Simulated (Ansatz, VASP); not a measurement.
**One calculation of Hf, two programs**

Contents of INCAR:

```
PREC = Accurate
ENCUT = 400
EDIFF = 1E-6
ISMEAR = 1
SIGMA = 0.1
LREAL = F
LASPH = T
NELM = 120
ALGO = Normal
ISIF = 2
LWAVE = F
LCHARG = F
LDIPOL = T
IDIPOL = 3
DIPOL = 0.5 0.5 0.375
GGA = PS
IVDW = 13
NBANDS = 22
GGA_COMPAT = F
NELMDL = -8
```

The input KPOINTS:

```
Automatic mesh
0
Gamma
  12 12 1
```

File POSCAR:

```
Hf
1.0
    3.1854233731      0.0000000000      0.0000000000
   -1.5927116865      2.7586575629      0.0000000000
    0.0000000000      0.0000000000     25.0753358379
Hf
3
Direct
    0.6666666667      0.3333333333      0.2791587736
    0.3333333333      0.6666666667      0.3730191327
    0.6666666667      0.3333333333      0.4721070848
```

Input for Ansatz:

```yaml
crystal:
  lattice:
    - [3.1854233731, 0.0, 0.0]
    - [-1.5927116865, 2.7586575629, 0.0]
    - [0.0, 0.0, 25.0753358379]
  atoms:
    - { symbol: Hf, position: [0.6666666667, 0.3333333333, 0.2791587736] }
    - { symbol: Hf, position: [0.3333333333, 0.6666666667, 0.3730191327] }
    - { symbol: Hf, position: [0.6666666667, 0.3333333333, 0.4721070848] }
basis:
  ecutwfc: 420
kpoints:
  mp_grid: { grid: [12, 12, 1] }
hamiltonian:
  xc: pbesol
  dispersion: d4
scf:
  occupations: { method: methfessel_paxton, width: 0.1 }
  n_extra_bands: 7
  max_iter: 160
output:
  forces: true
  eigenvalues: true
  write_density: true
  write_potential: true
  elf: true
  volumetric_format: npy
efield:
  axis: 3
  dipole_correction: true
```

Alike in both runs: task single point; functional PBEsol; dispersion D4; k mesh 12 × 12 × 1; occupations methfessel-paxton of order 1, width 0.1 eV; no spin polarisation.

|  | VASP | Ansatz |
| --- | --- | --- |
| version | VASP 6.6.1 | Ansatz 0.2.0 |
| potentials or method | VASP PAW PBE potentials, release 64 (Hf_pv), cutoff 400 eV | scalar-relativistic, plane waves, PAW |
| valence electrons in the cell | 30 | 78 |

```csv
,VASP,Ansatz,Ansatz less VASP
gap on the k mesh at the Fermi level (eV),none,none,-
rms of the force components (eV/Å),0.211,0.208,-0.0032
```

VASP's potentials were made for PBE, not for PBEsol. Atom by atom the forces differ by 0.017 eV/Å (rms over components). A gap of «none» marks a metal or a gap that the smearing closes. VASP's potentials hold 30 valence electrons a cell and Ansatz's 78, so a difference there can come from the potentials and not from the codes. Ansatz's warnings: xc potential rough in thin density.

Spin-orbit coupling is off throughout.
